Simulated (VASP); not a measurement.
# P in VASP: a series of runs

P is run at these levels: PBE+D3(BJ); tasks: single point.

Program: VASP 6.6.1. These are calculated values, not measurements. Logs are shortened: lines on timing, memory, paths and dates and some standing lists are left out, and cuts for length are marked.

## Step 1: The cell of the first run

The cell holds a slab with vacuum, 2 atoms: a = 3.449 Å, b = 3.449 Å, c = 28.000 Å, α = 90.00°, β = 90.00°, γ = 120.00°.

## Step 2: Single point, PBE+D3(BJ)

File INCAR:

```
SYSTEM = P
PREC     = Accurate       ! precision mode
ENCUT    = 520            ! plane-wave cutoff, eV
EDIFF    = 1E-7           ! SCF threshold, eV
ISMEAR   = 0              ! smearing method
SIGMA    = 0.02           ! smearing width, eV
LREAL    = .False.        ! projectors in reciprocal space
LASPH    = .True.         ! aspherical terms in the spheres
NELM     = 100            ! most SCF steps
ALGO     = Normal         ! electronic algorithm
ISIF     = 2              ! what is computed and relaxed
LWAVE    = .False.        ! write WAVECAR
LCHARG   = .False.        ! write CHGCAR
LDIPOL   = .True.       
IDIPOL   = 3            
DIPOL    = 0.5 0.5 0.500
GGA      = PE             ! functional
IVDW     = 12             ! dispersion correction
NBANDS   = 12             ! bands
```

File KPOINTS:

```
regular mesh
0
Gamma
  9 9 1
  0 0 0
```

File POSCAR:

```
P
1.0
    3.4490000000      0.0000000000      0.0000000000
   -1.7245000000      2.9869216177      0.0000000000
    0.0000000000      0.0000000000     28.0000000000
P
2
Direct
    0.3333333333      0.6666666667      0.5095357143
    0.6666666667      0.3333333333      0.4904642857
```

Potentials or basis: VASP PAW PBE potentials, release 64 (P).

Started as:

```console
> cat potpaw_PBE.64/P/POTCAR > POTCAR
> mpirun -np 1 vasp_std > vasp.out
```

OUTCAR:

```text
SYSTEM = P
   PREC = Accurate
   ENCUT = 520
   EDIFF = 1E-7
   ISMEAR = 0
   LREAL = .False.
   LASPH = .True.
   NELM = 100
   ISIF = 2
   GGA = PE
   IVDW = 12
 IVDW          = 12

 ion  position               nearest neighbor table
   1  0.333  0.667  0.510-   2 2.06   2 2.06   2 2.06
   2  0.667  0.333  0.490-   1 2.06   1 2.06   1 2.06

  LATTYP: Found a hexagonal cell.
 ALAT       =     3.4490000000
 C/A-ratio  =     8.1182951580

  Lattice vectors:

 A1 = (   3.4490000000,   0.0000000000,   0.0000000000)
 A2 = (  -1.7245000000,   2.9869216177,   0.0000000000)
 A3 = (   0.0000000000,   0.0000000000,  28.0000000000)

Analysis of symmetry for initial positions (statically):
=====================================================================
 Subroutine PRICEL returns:
 Original cell was already a primitive cell.

 Routine SETGRP: Setting up the symmetry group for a
 hexagonal supercell.

 Subroutine GETGRP returns: Found 12 space group operations
 (whereof 12 operations were pure point group operations)
 out of a pool of 24 trial point group operations.

The static configuration has the point symmetry D_3d.

Analysis of symmetry for dynamics (positions and initial velocities):
=====================================================================
 Subroutine PRICEL returns:
 Original cell was already a primitive cell.

 Routine SETGRP: Setting up the symmetry group for a
 hexagonal supercell.

 Subroutine GETGRP returns: Found 12 space group operations
 (whereof 12 operations were pure point group operations)
 out of a pool of 24 trial point group operations.

The dynamic configuration has the point symmetry D_3d.

 Subroutine INISYM returns: Found 12 space group operations
 (whereof 12 operations are pure point group operations),
 and found     1 'primitive' translations

----------------------------------------------------------------------------------------

                                     Primitive cell

  volume of cell :     288.4530

  direct lattice vectors                    reciprocal lattice vectors
     3.449000000  0.000000000  0.000000000     0.289939113  0.167396425  0.000000000
    -1.724500000  2.986921618  0.000000000     0.000000000  0.334792850  0.000000000
     0.000000000  0.000000000 28.000000000     0.000000000  0.000000000  0.035714286

  length of vectors
     3.449000000  3.449000000 28.000000000     0.334792850  0.334792850  0.035714286

  position of ions in fractional coordinates (direct lattice)
     0.333333333  0.666666667  0.509535714
     0.666666667  0.333333333  0.490464286

  ion indices of the primitive-cell ions
[... 80 lines left out ...]
   IMIX   =      4    mixing-type and parameters
     AMIX     =   0.40;   BMIX     =  1.00
     AMIX_MAG =   1.60;   BMIX_MAG =  1.00
  volume/ion in A,a.u.               =     144.23       973.29
  Fermi-wavevector in a.u.,A,eV,Ry     =   0.533806  1.008746  3.876959  0.284948
  Thomas-Fermi vector in A             =   1.557921
   LORBIT       =      0    0 simple, 1 ext, 2 COOP (PROOUT), +10 PAW based schemes
   GGA     = PE    functional components
   LHFCALC =     F    Hartree Fock is set to
   AEXX    =    0.0000 exact exchange contribution
   IVDW    =    12    specifies the selected vdW correction
   LEPSILON=     F    determine dielectric tensor
   LRPA    =     F    only Hartree local field effects (RPA)
 non-spin polarized calculation
 Gauss-broadening in eV      SIGMA  =   0.02
  energy-cutoff  :      520.00
  volume of cell :      288.45
 maximum number of plane-waves:      7831
 NGX is ok and might be reduce to    28
   NGX = 13   NGY = 13   NGZ =105

 number of electron      10.0000000 magnetization

 number of electron       9.9999999 magnetization

 dipolmoment           0.000000      0.000000     -0.000000 electrons x Angstroem

 Free energy of the ion-electron system (eV)
  ---------------------------------------------------
  ext. energy  EPLUGINS =         0.00000000
  ---------------------------------------------------
  free energy    TOTEN  =        -8.97410631 eV

  energy without entropy =       -8.97172941  energy(sigma->0) =       -8.97291786

 E-fermi :  -2.8419     XC(G=0):  -1.6452

 val. band max:       -2.9520255377   @ k =   0.3333   0.0000   0.0000
 cond. band min:      -2.8381397173   @ k =   0.2222   0.1111   0.0000
 fundamental gap:      0.1138858204
 Fermi energy:        -2.8419195275

 k-point     1 :       0.0000    0.0000    0.0000
  band No.  band energies     occupation
      1     -19.3813      2.00000
      2      -9.1480      2.00000
      3      -7.4714      2.00000
      4      -7.4714      2.00000
      5      -3.2929      2.00000
      6      -1.9487      0.00000
      7      -1.9023      0.00000
      8      -1.9023      0.00000
      9       1.0910      0.00000
     10       1.3881      0.00000
     11       1.6772      0.00000
     12       1.8549      0.00000
[... 151 lines left out ...]
 k-point    12 :       0.3333    0.3333    0.0000
  band No.  band energies     occupation
      1     -15.4173      2.00000
      2     -15.4173      2.00000
      3     -11.1811      2.00000
      4      -5.3385      2.00000
      5      -5.3385      2.00000
      6      -0.0530      0.00000
      7       1.5928      0.00000
      8       2.0851      0.00000
      9       2.0851      0.00000
     10       3.9952      0.00000
     11       3.9952      0.00000
     12       5.8793      0.00000

------------------------ aborting loop because EDIFF is reached ----------------------------------------

 vacuum level on the upper side and lower side of the slab       (xc-potential included)        -0.009        -0.009

 Edisp (eV)   -0.39138

 E8    (eV) :    -0.1604

  FORCE on cell =-STRESS in cart. coord.  units (eV):
  Direction    XX          YY          ZZ          XY          YZ          ZX
  --------------------------------------------------------------------------------------
  -------------------------------------------------------------------------------------
  Total       4.57592     4.57592     1.38189     0.00000     0.00000    -0.00000
  in kB      25.41638    25.41638     7.67555     0.00000     0.00000    -0.00000
  external pressure =       19.50 kB  Pullay stress =        0.00 kB

 VOLUME and BASIS-vectors are now :
 -----------------------------------------------------------------------------
  energy-cutoff  :      520.00
  volume of cell :      288.45
      direct lattice vectors                 reciprocal lattice vectors
     3.449000000  0.000000000  0.000000000     0.289939113  0.167396425  0.000000000
    -1.724500000  2.986921618  0.000000000     0.000000000  0.334792850  0.000000000
     0.000000000  0.000000000 28.000000000     0.000000000  0.000000000  0.035714286

 POSITION                                       TOTAL-FORCE (eV/Angst)
 -----------------------------------------------------------------------------------
     -0.00000      1.99128     14.26700         0.000000      0.000000      2.606251
      1.72450      0.99564     13.73300        -0.000000     -0.000000     -2.606251
 -----------------------------------------------------------------------------------
    total drift:                               -0.000000      0.000000      0.000000

  FREE ENERGIE OF THE ION-ELECTRON SYSTEM (eV)
  ---------------------------------------------------
  free  energy   TOTEN  =        -9.3654853264 eV

  energy  without entropy=       -9.3631084238  energy(sigma->0) =       -9.36429688

 vacuum level on the upper side and lower side of the slab         1.425         1.425
```

OSZICAR:

```text
N       E                     dE             d eps       ncg     rms          rms(c)
DAV:   1     0.726205500438E+02    0.72621E+02   -0.27070E+03   288   0.517E+02
DAV:   2    -0.155891540586E+01   -0.74179E+02   -0.67810E+02   468   0.956E+01
DAV:   3    -0.901132827503E+01   -0.74524E+01   -0.73571E+01   416   0.403E+01
[... 14 lines left out ...]
DAV:  18    -0.897409783002E+01   -0.25539E-05   -0.80943E-08   432   0.578E-04    0.589E-04
DAV:  19    -0.897410454199E+01   -0.67120E-05   -0.19102E-07   368   0.112E-03    0.400E-04
DAV:  20    -0.897410537656E+01   -0.83457E-06   -0.73446E-09   412   0.245E-04    0.177E-04
DAV:  21    -0.897410623486E+01   -0.85830E-06   -0.42610E-09   352   0.186E-04    0.856E-05
DAV:  22    -0.897410631490E+01   -0.80039E-07   -0.94798E-11   332   0.431E-05
   1 F= -.93654853E+01 E0= -.93642969E+01  d E =-.237690E-02
```

Run time: 82 s. Hardware: 1 thread of Intel Xeon Platinum 8259CL at 2.50GHz (Skylake/Cascade Lake), shared host; peak memory 0.39 GiB.

What came out:

| Quantity | Value |
| --- | --- |
| Free energy | -9.3655 eV |
| Largest force | 2.606 eV/Å |
| Band gap on the k mesh | zero (band 5 reaches -2.16 eV, above the bottom of band 6 at -3.92 eV) |
| Dispersion energy per atom | -0.196 eV |

Forces in eV/Å, atoms in the order of the input:
```
P    0.000  0.000  2.606
P    0.000  0.000 -2.606
```

Levels at points of the mesh, in eV from the Fermi level:
```tsv
k point	band 3	band 4	band 5	band 6	band 7	band 8
(0.00, 0.00, 0.00)	-4.63	-4.63	-0.45	0.89	0.94	0.94
```

## Step 3: Single point, PBE+D3(BJ)

File INCAR:

```
SYSTEM = P
PREC = Accurate
ENCUT = 520
EDIFF = 1E-7
ISMEAR = 0
SIGMA = 0.02
LREAL = .FALSE.
LASPH = .TRUE.
NELM = 60
ALGO = Normal
ISIF = 2
LWAVE = .FALSE.
LCHARG = .FALSE.
LDIPOL = .TRUE.
IDIPOL = 3
DIPOL = 0.5 0.5 0.500
GGA = PE
IVDW = 12
NBANDS = 12
```

File KPOINTS:

```
Automatic mesh
0
G
  9 9 1
  0 0 0
```

File POSCAR:

```
P
1.0
    3.4490000000      0.0000000000      0.0000000000
   -1.7245000000      2.9869216177      0.0000000000
    0.0000000000      0.0000000000     28.0000000000
P
2
Direct
    0.3333333333      0.6666666667      0.5190535714
    0.6666666667      0.3333333333      0.4809464286
```

Potentials or basis: VASP PAW PBE potentials, release 64 (P).

Started as:

```console
> cat potpaw_PBE.64/P/POTCAR > POTCAR
> mpirun -np 1 vasp_std > vasp.out
```

OUTCAR:

```text
SYSTEM = P
   PREC = Accurate
   ENCUT = 520
   EDIFF = 1E-7
   ISMEAR = 0
   LREAL = .FALSE.
   LASPH = .TRUE.
   NELM = 60
   ISIF = 2
   GGA = PE
   IVDW = 12
 IVDW          = 12

 ion  position               nearest neighbor table
   1  0.333  0.667  0.519-   2 2.26   2 2.26   2 2.26
   2  0.667  0.333  0.481-   1 2.26   1 2.26   1 2.26

  LATTYP: Found a hexagonal cell.
 ALAT       =     3.4490000000
 C/A-ratio  =     8.1182951580

  Lattice vectors:

 A1 = (   3.4490000000,   0.0000000000,   0.0000000000)
 A2 = (  -1.7245000000,   2.9869216177,   0.0000000000)
 A3 = (   0.0000000000,   0.0000000000,  28.0000000000)

Analysis of symmetry for initial positions (statically):
=====================================================================
 Subroutine PRICEL returns:
 Original cell was already a primitive cell.

 Routine SETGRP: Setting up the symmetry group for a
 hexagonal supercell.

 Subroutine GETGRP returns: Found 12 space group operations
 (whereof 12 operations were pure point group operations)
 out of a pool of 24 trial point group operations.

The static configuration has the point symmetry D_3d.

Analysis of symmetry for dynamics (positions and initial velocities):
=====================================================================
 Subroutine PRICEL returns:
 Original cell was already a primitive cell.

 Routine SETGRP: Setting up the symmetry group for a
 hexagonal supercell.

 Subroutine GETGRP returns: Found 12 space group operations
 (whereof 12 operations were pure point group operations)
 out of a pool of 24 trial point group operations.

The dynamic configuration has the point symmetry D_3d.

 Subroutine INISYM returns: Found 12 space group operations
 (whereof 12 operations are pure point group operations),
 and found     1 'primitive' translations

----------------------------------------------------------------------------------------

                                     Primitive cell

[... 113 lines left out ...]
 NGX is ok and might be reduce to    28
   NGX = 13   NGY = 13   NGZ =105

 number of electron      10.0000000 magnetization

 number of electron       9.9999999 magnetization

 dipolmoment           0.000000      0.000000     -0.000000 electrons x Angstroem

 Free energy of the ion-electron system (eV)
  ---------------------------------------------------
  ext. energy  EPLUGINS =         0.00000000
  ---------------------------------------------------
  free energy    TOTEN  =       -10.48064061 eV

  energy without entropy =      -10.48064061  energy(sigma->0) =      -10.48064061

 E-fermi :  -4.0675     XC(G=0):  -1.7797

 val. band max:       -4.1972538391   @ k =   0.1111   0.1111   0.0000
 cond. band min:      -3.4642620261   @ k =   0.4444  -0.0000   0.0000
 fundamental gap:      0.7329918130
 Fermi energy:        -4.0674762518

 k-point     1 :       0.0000    0.0000    0.0000
  band No.  band energies     occupation
      1     -18.7658      2.00000
      2     -10.4426      2.00000
      3      -6.1639      2.00000
      4      -6.1639      2.00000
      5      -4.2924      2.00000
      6      -2.9150      0.00000
      7      -1.7184      0.00000
      8      -1.7184      0.00000
      9       0.8737      0.00000
     10       1.2914      0.00000
     11       1.6723      0.00000
     12       1.9399      0.00000
[... 151 lines left out ...]
 k-point    12 :       0.3333    0.3333    0.0000
  band No.  band energies     occupation
      1     -14.8369      2.00000
      2     -14.8369      2.00000
      3     -10.3309      2.00000
      4      -6.2806      2.00000
      5      -6.2806      2.00000
      6      -1.9003      0.00000
      7       1.1354      0.00000
      8       1.1354      0.00000
      9       2.6561      0.00000
     10       3.4105      0.00000
     11       3.4105      0.00000
     12       5.0497      0.00000

------------------------ aborting loop because EDIFF is reached ----------------------------------------

 vacuum level on the upper side and lower side of the slab       (xc-potential included)        -0.076        -0.076

 Edisp (eV)   -0.38270

 E8    (eV) :    -0.1567

  FORCE on cell =-STRESS in cart. coord.  units (eV):
  Direction    XX          YY          ZZ          XY          YZ          ZX
  --------------------------------------------------------------------------------------
  -------------------------------------------------------------------------------------
  Total      -1.95015    -1.95015     1.99445     0.00000     0.00000     0.00000
  in kB     -10.83188   -10.83188    11.07794     0.00000     0.00000     0.00000
  external pressure =       -3.53 kB  Pullay stress =        0.00 kB

 VOLUME and BASIS-vectors are now :
 -----------------------------------------------------------------------------
  energy-cutoff  :      520.00
  volume of cell :      288.45
      direct lattice vectors                 reciprocal lattice vectors
     3.449000000  0.000000000  0.000000000     0.289939113  0.167396425  0.000000000
    -1.724500000  2.986921618  0.000000000     0.000000000  0.334792850  0.000000000
     0.000000000  0.000000000 28.000000000     0.000000000  0.000000000  0.035714286

 POSITION                                       TOTAL-FORCE (eV/Angst)
 -----------------------------------------------------------------------------------
     -0.00000      1.99128     14.53350         0.000000     -0.000000      1.877015
      1.72450      0.99564     13.46650        -0.000000      0.000000     -1.877015
 -----------------------------------------------------------------------------------
    total drift:                                0.000000     -0.000000      0.000000

  FREE ENERGIE OF THE ION-ELECTRON SYSTEM (eV)
  ---------------------------------------------------
  free  energy   TOTEN  =       -10.8633388372 eV

  energy  without entropy=      -10.8633388372  energy(sigma->0) =      -10.86333884

 vacuum level on the upper side and lower side of the slab         1.487         1.487
```

OSZICAR:

```text
N       E                     dE             d eps       ncg     rms          rms(c)
DAV:   1     0.655279663259E+02    0.65528E+02   -0.26702E+03   288   0.517E+02
DAV:   2    -0.351143399543E+01   -0.69039E+02   -0.61975E+02   468   0.896E+01
DAV:   3    -0.104803282608E+02   -0.69689E+01   -0.69535E+01   412   0.384E+01
[... 13 lines left out ...]
DAV:  17    -0.104806396873E+02   -0.74735E-06   -0.33137E-08   428   0.524E-04    0.213E-04
DAV:  18    -0.104806403143E+02   -0.62693E-06   -0.33637E-08   364   0.389E-04    0.240E-04
DAV:  19    -0.104806404432E+02   -0.12893E-06   -0.35441E-09   320   0.176E-04    0.532E-05
DAV:  20    -0.104806405617E+02   -0.11854E-06   -0.67637E-09   348   0.141E-04    0.830E-05
DAV:  21    -0.104806406056E+02   -0.43852E-07   -0.20336E-09   292   0.961E-05
   1 F= -.10863339E+02 E0= -.10863339E+02  d E =-.432425E-21
```

stdout:

```text
POSCAR found type information on POSCAR P
 POSCAR found :  1 types and       2 ions
 scaLAPACK will be used
 LDA part: xc-table for (Slater+PW92), standard interpolation
 POSCAR, INCAR and KPOINTS ok, starting setup
 FFT: planning ... GRIDC
 FFT: planning ... GRID_SOFT
 FFT: planning ... GRID
 WAVECAR not read
 entering main loop
```

It took 73 s on 1 thread of Intel Xeon Platinum 8259CL at 2.50GHz (Skylake/Cascade Lake), shared host; peak memory 0.39 GiB.

Results:

* Free energy: -10.8633 eV
* Largest force: 1.877 eV/Å
* Band gap on the k mesh: 0.73 eV, indirect (least direct gap 1.27 eV)
* Dispersion energy per atom: -0.191 eV

Forces on the atoms (eV/Å):
```
P    0.000  0.000  1.877
P    0.000  0.000 -1.877
```

Levels at points of the mesh, in eV from the valence-band top:
```csv
k point,band 3,band 4,band 5,band 6,band 7,band 8
"(0.00, 0.00, 0.00)",-1.97,-1.97,-0.10,1.28,2.48,2.48
```
